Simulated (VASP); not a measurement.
# Mg6CuSi in VASP: a series of runs

Mg6CuSi is run at these levels: PBE; tasks: single point.

Everything below comes from runs of VASP 6.6.1. Logs are shortened: lines on timing, memory, paths and dates and some standing lists are left out, and cuts for length are marked.

## Step 1: The cell of the first run

It takes space group Amm2 (No. 38, orthorhombic). The conventional cell has a = 4.851 Å, b = 6.190 Å, c = 10.346 Å, α = 90.00°, β = 90.00°, γ = 90.00°. Cu (site symmetry mm2) has 10 Mg at 2.95 to 3.02 Å and 2 Si at 3.10 Å within 3.9 Å. Si (site symmetry mm2) has 10 Mg at 2.95 to 3.03 Å and 2 Cu at 3.10 Å within 3.9 Å. Mg (site symmetry mm2) has 2 Si at 2.95 Å and 10 Mg at 2.96 to 3.10 Å within 3.9 Å. Mg (site symmetry mm2) has 10 Mg at 2.92 to 3.11 Å and 2 Cu at 2.95 Å within 3.8 Å. Mg (site symmetry m) has 8 Mg at 2.92 to 3.15 Å and 2 Cu at 2.98 Å and 2 Si at 3.01 Å within 3.8 Å. Within 4.0 Å of Mg (site symmetry m) lie 2 Si at 3.00 to 3.03 Å and 2 Cu at 3.00 to 3.02 Å and 8 Mg at 3.01 to 3.10 Å.

## Step 2: Single point, PBE

Contents of INCAR:

```
ALGO = Fast
EDIFF = 1E-6
ENCUT = 520
GGA = PE
ISIF = 2
ISMEAR = -1
LASPH = True
LCHARG = False
LREAL = False
LWAVE = False
NBANDS = 24
NELM = 80
PREC = Accurate
SIGMA = 0.05
```

Contents of KPOINTS:

```
k-points
0
Gamma
  6 5 5
```

Contents of POSCAR:

```
Mg6CuSi
1.0
    4.8511850000      0.0000000000      0.0000000000
    0.0000000000      3.0951620000      5.1732030000
    0.0000000000     -3.0951620000      5.1732030000
Cu Si Mg
1 1 6
Direct
    0.5000000000      0.8333640000      0.8333640000
    0.5000000000      0.3325240000      0.3325240000
    0.0000000000      0.1694000000      0.1694000000
    0.0000000000      0.6718100000      0.6718100000
    0.0000000000      0.6663200000      0.1580540000
    0.0000000000      0.1580540000      0.6663200000
    0.5000000000      0.8337240000      0.3348070000
    0.5000000000      0.3348070000      0.8337240000
```

Potentials or basis: VASP PAW PBE potentials, release 64 (Cu, Si, Mg).

Command:

```bash
$ cat potpaw_PBE.64/Cu/POTCAR potpaw_PBE.64/Si/POTCAR potpaw_PBE.64/Mg/POTCAR > POTCAR
$ mpirun -np 1 vasp_std > vasp.out
```

OUTCAR:

```text
EDIFF = 1E-6
   ENCUT = 520
   GGA = PE
   ISIF = 2
   ISMEAR = -1
   LASPH = True
   LREAL = False
   NELM = 80
   PREC = Accurate

 ion  position               nearest neighbor table
   1  0.500  0.833  0.833-   4 2.95   4 2.95   6 2.98   5 2.98   5 2.98   6 2.98   8 3.00   7 3.00
                             8 3.02   7 3.02
   2  0.500  0.333  0.333-   3 2.95   3 2.95   8 3.00   7 3.00   6 3.01   5 3.01   5 3.01   6 3.01
                             7 3.03   8 3.03
   3  0.000  0.169  0.169-   2 2.95   2 2.95   6 2.96   5 2.96   8 3.01   7 3.01   7 3.01   8 3.01
                             5 3.07   6 3.07   4 3.10   4 3.10
   4  0.000  0.672  0.672-   5 2.92   6 2.92   1 2.95   1 2.95   8 3.01   7 3.01   7 3.01   8 3.01
                             3 3.10   3 3.10   6 3.11   5 3.11
   5  0.000  0.666  0.158-   4 2.92   3 2.96   1 2.98   1 2.98   2 3.01   2 3.01   7 3.01   7 3.01
                             6 3.04   3 3.07   4 3.11   6 3.15
   6  0.000  0.158  0.666-   4 2.92   3 2.96   1 2.98   1 2.98   2 3.01   2 3.01   8 3.01   8 3.01
                             5 3.04   3 3.07   4 3.11   5 3.15
   7  0.500  0.834  0.335-   2 3.00   1 3.00   5 3.01   5 3.01   3 3.01   3 3.01   4 3.01   4 3.01
                             1 3.02   2 3.03   8 3.09   8 3.10
   8  0.500  0.335  0.834-   2 3.00   1 3.00   6 3.01   6 3.01   3 3.01   3 3.01   4 3.01   4 3.01
                             1 3.02   2 3.03   7 3.09   7 3.10

  LATTYP: Found a base centered orthorhombic cell.
 ALAT       =     6.1903240000
 B/A-ratio  =     1.6713835980
 C/A-ratio  =     0.7836722278

  Lattice vectors:

 A1 = (   0.0000000000,   3.0951620000,  -5.1732030000)
 A2 = (   0.0000000000,   3.0951620000,   5.1732030000)
 A3 = (   4.8511850000,   0.0000000000,   0.0000000000)

Analysis of symmetry for initial positions (statically):
=====================================================================
 Subroutine PRICEL returns:
 Original cell was already a primitive cell.

 Routine SETGRP: Setting up the symmetry group for a
 base centered orthorhombic supercell.

 Subroutine GETGRP returns: Found  4 space group operations
 (whereof  4 operations were pure point group operations)
 out of a pool of  8 trial point group operations.

The static configuration has the point symmetry C_2v.

Analysis of symmetry for dynamics (positions and initial velocities):
=====================================================================
 Subroutine PRICEL returns:
 Original cell was already a primitive cell.

 Routine SETGRP: Setting up the symmetry group for a
 base centered orthorhombic supercell.

 Subroutine GETGRP returns: Found  4 space group operations
 (whereof  4 operations were pure point group operations)
 out of a pool of  8 trial point group operations.

The dynamic configuration has the point symmetry C_2v.

 Subroutine INISYM returns: Found  4 space group operations
 (whereof  4 operations are pure point group operations),
 and found     1 'primitive' translations

----------------------------------------------------------------------------------------

                                     Primitive cell

  volume of cell :     155.3534

  direct lattice vectors                    reciprocal lattice vectors
     4.851185000  0.000000000  0.000000000     0.206135202  0.000000000  0.000000000
     0.000000000  3.095162000  5.173203000     0.000000000  0.161542433  0.096651920
     0.000000000 -3.095162000  5.173203000     0.000000000 -0.161542433  0.096651920

  length of vectors
     4.851185000  6.028437367  6.028437367     0.206135202  0.188248642  0.188248642

  position of ions in fractional coordinates (direct lattice)
     0.500000000  0.833364000  0.833364000
     0.500000000  0.332524000  0.332524000
     0.000000000  0.169400000  0.169400000
     0.000000000  0.671810000  0.671810000
     0.000000000  0.666320000  0.158054000
     0.000000000  0.158054000  0.666320000
     0.500000000  0.833724000  0.334807000
     0.500000000  0.334807000  0.833724000

  ion indices of the primitive-cell ions
   primitive index   ion index
                 1           1
                 2           2
                 3           3
                 4           4
                 5           5
                 6           6
                 7           7
                 8           8

----------------------------------------------------------------------------------------

 KPOINTS: k-points

Automatic generation of k-mesh.
 Grid dimensions read from file:
 generate k-points for:    6    5    5

 Generating k-lattice:

  Cartesian coordinates                     Fractional coordinates (reciprocal lattice)
     0.034355867  0.000000000  0.000000000     0.166666667  0.000000000  0.000000000
     0.000000000  0.032308487  0.019330384     0.000000000  0.200000000  0.000000000
     0.000000000 -0.032308487  0.019330384     0.000000000  0.000000000  0.200000000

  Length of vectors
     0.034355867  0.037649728  0.037649728

  Shift w.r.t. Gamma in fractional coordinates (k-lattice)
     0.000000000  0.000000000  0.000000000

 Subroutine IBZKPT returns following result:
 ===========================================

 Found     36 irreducible k-points:

 Following reciprocal coordinates:
            Coordinates               Weight
  0.000000  0.000000  0.000000      1.000000
  0.166667  0.000000  0.000000      2.000000
  0.333333  0.000000  0.000000      2.000000
  0.500000  0.000000  0.000000      1.000000
  0.000000  0.200000  0.000000      4.000000
  0.166667  0.200000  0.000000      8.000000
[... 16 lines left out ...]
  0.333333 -0.400000  0.200000      8.000000
  0.500000 -0.400000  0.200000      4.000000
 [... further k-points ...]
   k-points           NKPTS =     36   k-points in BZ     NKDIM =     36   number of bands    NBANDS=     24
   number of dos      NEDOS =    301   number of ions     NIONS =      8
   total plane-waves  NPLWV =  82944
   dimension x,y,z NGX =    36 NGY =   48 NGZ =   48
   dimension x,y,z NGXF=    72 NGYF=   96 NGZF=   96
   ions per type =               1   1   6
   NGX,Y,Z   is equivalent  to a cutoff of  12.34, 13.24, 13.24 a.u.
   NGXF,Y,Z  is equivalent  to a cutoff of  24.67, 26.47, 26.47 a.u.
 SYSTEM =  unknown system
   PREC   = accura    normal or accurate (medium, high low for compatibility)
   ISTART =      0    job   : 0-new  1-cont  2-samecut
   ICHARG =      2    charge: 1-file 2-atom 10-const
   ISPIN  =      1    spin polarized calculation?
   LNONCOLLINEAR =      F non collinear calculations
   LSORBIT =      F    spin-orbit coupling
   LASPH  =      T    aspherical Exc in radial PAW
   ENCUT  =  520.0 eV  38.22 Ry    6.18 a.u.   9.02 11.21 11.21*2*pi/ulx,y,z
   NELM   =     80;   NELMIN=  2; NELMDL= -5     # of ELM steps
   EDIFF  = 0.1E-05   stopping-criterion for ELM
   LREAL  =      F    real-space projection
   EDIFFG = 0.1E-04   stopping-criterion for IOM
   NSW    =      0    number of steps for IOM
   IBRION =     -1    ionic relax: 0-MD 1-quasi-New 2-CG
   NFREE  =      0    steps in history (QN), initial steepest desc. (CG)
   ISIF   =      2    stress and relaxation
   ISYM   =      2    0-nonsym 1-usesym 2-fastsym
   POTIM  = 0.5000    time-step for ionic-motion
   TEBEG  =    0.0;   TEEND  =   0.0 temperature during run
   PSTRESS=    0.0 pullay stress
   NELECT =      27.0000    total number of electrons
   NUPDOWN=      -1.0000    fix difference up-down
   EMIN   =  10.00;   EMAX   =-10.00  energy-range for DOS
   EFERMI =   0.00;   METHOD = LEGACY
   ISMEAR =    -1;   SIGMA  =   0.05  broadening in eV -4-tet -1-fermi 0-gaus
   EFERMI_NEDOS =   21; number of points for ismear=-14 and -15
   IALGO  =     68    algorithm
   IMIX   =      4    mixing-type and parameters
     AMIX     =   0.40;   BMIX     =  1.00
     AMIX_MAG =   1.60;   BMIX_MAG =  1.00
  volume/ion in A,a.u.               =      19.42       131.05
  Fermi-wavevector in a.u.,A,eV,Ry     =   0.913599  1.726453 11.356293  0.834664
  Thomas-Fermi vector in A             =   2.038130
   LORBIT       =      0    0 simple, 1 ext, 2 COOP (PROOUT), +10 PAW based schemes
   GGA     = PE    functional components
   LHFCALC =     F    Hartree Fock is set to
   AEXX    =    0.0000 exact exchange contribution
   IVDW    =     0    specifies the selected vdW correction
   LEPSILON=     F    determine dielectric tensor
   LRPA    =     F    only Hartree local field effects (RPA)
 non-spin polarized calculation
 RMM-DIIS sequential band-by-band and
  energy-cutoff  :      520.00
  volume of cell :      155.35
 maximum number of plane-waves:      4215
   NGX = 19   NGY = 23   NGZ = 23

 number of electron      27.0000005 magnetization

 Free energy of the ion-electron system (eV)
  ---------------------------------------------------
  ext. energy  EPLUGINS =         0.00000000
  ---------------------------------------------------
  free energy    TOTEN  =       -17.70448146 eV

  energy without entropy =      -17.68015432  energy(sigma->0) =      -17.69231789

 E-fermi :   3.9415     XC(G=0):  -9.2736

 val. band max:        3.9306517669   @ k =   0.0000   0.2000   0.2000
 cond. band min:       3.9845923294   @ k =   0.1667   0.4000   0.4000
 fundamental gap:      0.0539405625
 Fermi energy:         3.9415204027

 k-point     1 :       0.0000    0.0000    0.0000
  band No.  band energies     occupation
      1      -4.9203      2.00000
      2      -1.0678      2.00000
      3       0.6486      2.00000
      4       0.6792      2.00000
      5       0.7463      2.00000
      6       0.7567      2.00000
[... 16 lines left out ...]
     23       8.1199      0.00000
     24       8.1836      0.00000

 k-point     2 :       0.1667    0.0000    0.0000
  band No.  band energies     occupation
      1      -4.7830      2.00000
      2      -1.1551      2.00000
      3       0.3635      2.00000
      4       0.7798      2.00000
      5       0.8052      2.00000
      6       0.8233      2.00000
[... 16 lines left out ...]
     23       8.9561      0.00000
     24       9.8254      0.00000
[... 565 lines left out ...]
     23       8.7254      0.00000
     24       9.2711      0.00000

 k-point    24 :       0.5000   -0.4000    0.2000
  band No.  band energies     occupation
      1      -3.7695      2.00000
      2      -1.1747      2.00000
      3      -0.9472      2.00000
      4      -0.5277      2.00000
      5      -0.1743      2.00000
      6       0.2204      2.00000
[... 16 lines left out ...]
     23       9.1669      0.00000
     24       9.4541      0.00000

 [... further k-points ...]
[... 5 lines left out ...]
  --------------------------------------------------------------------------------------
  -------------------------------------------------------------------------------------
  Total       -1.1306938      0.7726234      0.2362584      0.0000000      0.0000000      0.0000000
  in kB      -11.6609751      7.9681536      2.4365598      0.0000000      0.0000000      0.0000000
  external PRESSURE =      -0.4187539 kB  Pullay stress =       0.0000000 kB

 VOLUME and BASIS-vectors are now :
 -----------------------------------------------------------------------------
  energy-cutoff  :      520.00
  volume of cell :      155.35
      direct lattice vectors                 reciprocal lattice vectors
     4.851185000  0.000000000  0.000000000     0.206135202  0.000000000  0.000000000
     0.000000000  3.095162000  5.173203000     0.000000000  0.161542433  0.096651920
     0.000000000 -3.095162000  5.173203000     0.000000000 -0.161542433  0.096651920

 POSITION                                       TOTAL-FORCE (eV/Angst)
 -----------------------------------------------------------------------------------
      2.42559      0.00000      8.62232         0.000000      0.000000     -0.022337
      2.42559      0.00000      3.44043         0.000000      0.000000      0.019362
      0.00000      0.00000      1.75268         0.000000      0.000000     -0.043868
      0.00000      0.00000      6.95082         0.000000      0.000000     -0.054909
      0.00000      1.57317      4.26465         0.000000      0.009824      0.014864
      0.00000     -1.57317      4.26465         0.000000     -0.009824      0.014864
      2.42559      1.54423      6.04505         0.000000     -0.018705      0.036012
      2.42559     -1.54423      6.04505         0.000000      0.018705      0.036012
 -----------------------------------------------------------------------------------
    total drift:                                0.000000     -0.000000     -0.000259

  FREE ENERGIE OF THE ION-ELECTRON SYSTEM (eV)
  ---------------------------------------------------
  free  energy   TOTEN  =       -17.7044814590 eV

  energy  without entropy=      -17.6801543212  energy(sigma->0) =      -17.69231789
```

Run time: 4.8 min. Hardware: 1 thread of Intel Xeon 8259CL, shared host; peak memory 0.36 GiB.

What came out:

```
Free energy            : -17.7045 eV
Pressure               : 0.0 GPa
Largest force          : 0.055 eV/Å
Band gap on the k mesh : zero (an odd number of electrons rules out a gap without spin polarisation)
```

Forces in eV/Å, atoms in the order of the input:
```
Cu   0.000  0.000 -0.022
Si   0.000  0.000  0.019
Mg   0.000  0.000 -0.044
Mg   0.000  0.000 -0.055
Mg   0.000  0.010  0.015
Mg   0.000 -0.010  0.015
Mg   0.000 -0.019  0.036
Mg   0.000  0.019  0.036
```

## Step 3: Single point, PBE (atoms moved at random)

Contents of INCAR:

```
SYSTEM = Mg6CuSi
PREC = Accurate ; ENCUT = 520
EDIFF = 1E-6 ; ISMEAR = -1
SIGMA = 0.05 ; LREAL = .False.
LASPH = .True. ; NELM = 60
ALGO = Fast ; ISIF = 2
LWAVE = .False. ; LCHARG = .False.
GGA = PE ; NBANDS = 24
```

Contents of KPOINTS:

```
Automatic mesh
0
Gamma
  6 5 5
  0 0 0
```

Contents of POSCAR:

```
Mg6CuSi
1.0
    4.8511850000      0.0000000000      0.0000000000
    0.0000000000      3.0951620000      5.1732030000
    0.0000000000     -3.0951620000      5.1732030000
Cu Si Mg
1 1 6
Direct
    0.4926060000      0.8387750000      0.8308810000
    0.5028930000      0.3361220000      0.3291710000
    0.0036480000      0.1608960000      0.1683270000
   -0.0026490000      0.6747150000      0.6673830000
   -0.0048430000      0.6705290000      0.1548390000
   -0.0006480000      0.1570970000      0.6693330000
    0.4986740000      0.8338450000      0.3353860000
    0.5146100000      0.3317070000      0.8416940000
```

Potentials or basis: VASP PAW PBE potentials, release 64 (Cu, Si, Mg).

Command:

```bash
$ cat potpaw_PBE.64/Cu/POTCAR potpaw_PBE.64/Si/POTCAR potpaw_PBE.64/Mg/POTCAR > POTCAR
$ mpirun -np 1 vasp_std > vasp.out
```

Run time: 8.8 min. Hardware: 1 thread of Intel Xeon 8259CL, shared host; peak memory 0.47 GiB.

The run converged. Its results:

```
Free energy            : -17.6767 eV
Pressure               : 0.0 GPa
Largest force          : 0.355 eV/Å
Band gap on the k mesh : zero (an odd number of electrons rules out a gap without spin polarisation)
```

Forces in eV/Å, atoms in the order of the input:
```
Cu   0.034 -0.015 -0.040
Si  -0.036 -0.062  0.028
Mg   0.059  0.115  0.266
Mg   0.122 -0.132 -0.030
Mg   0.035 -0.137 -0.163
Mg   0.109  0.158 -0.076
Mg  -0.006 -0.088  0.011
Mg  -0.316  0.163  0.005
```

Stress tensor (GPa, compression positive):
```
-0.84 -0.02 -0.10
-0.02  0.89 -0.06
-0.10 -0.06  0.09
```

Levels at points of the mesh, in eV from the Fermi level:
```tsv
k point	band 10	band 11	band 12	band 13	band 14	band 15	band 16	band 17	band 18	band 19
(0.00, 0.00, 0.00)	-2.47	-2.16	-2.08	-1.81	-0.92	1.14	2.63	2.90	2.97	3.04
(0.50, 0.00, 0.00)	-2.35	-2.06	-1.26	-1.02	-0.90	-0.41	-0.39	0.08	0.12	0.29
```

Caveat: the cell differs from its parent crystal (atoms moved at random).

The gap in the log of VASP goes by the Fermi energy; the results here count the filled bands.